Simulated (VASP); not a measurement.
The system is BeTe.

```xyz
2
Lattice="0.0000 2.8286 2.8286 2.8286 0.0000 2.8286 2.8286 2.8286 0.0000" Properties=species:S:1:pos:R:3 pbc="T T T"
Be    0.0000    0.0000    0.0000
Te    1.4143    1.4143    1.4143
```

Program: VASP 6.6.1. Alike in all runs: task single point; potentials or basis VASP PAW PBE potentials, release 64 (Be, Te); no spin polarisation; cell as given.

**Question.** Order these runs on this cell by their band gap on the k mesh, lowest first.
A. level PBE; k mesh 6 × 6 × 6; cutoff (eV) 600; smearing fermi-dirac 0.5 eV
B. level PBE-based screened hybrid; k mesh 4 × 4 × 4; cutoff (eV) 520; smearing gaussian 0.01 eV; grid for exact exchange (PRECFOCK) Normal; screening parameter 0.2078 1/Å; share of exact exchange 0.15
C. level PBE-based screened hybrid; k mesh 4 × 4 × 4; cutoff (eV) 520; smearing gaussian 0.01 eV; grid for exact exchange (PRECFOCK) Normal; screening parameter 0.3 1/Å; share of exact exchange 0.75
D. level HSE06; k mesh 4 × 4 × 4; cutoff (eV) 520; smearing methfessel-paxton 0.001 eV; grid for exact exchange (PRECFOCK) Normal; screening parameter 0.2079 1/Å

**Answer.** A (2.01 eV), B (2.40 eV), D (2.69 eV), C (3.63 eV).

Caveats: some runs use coarse meshes; spin-orbit coupling is left out, which moves the levels of the heavy elements.

A k mesh can miss the band edges.
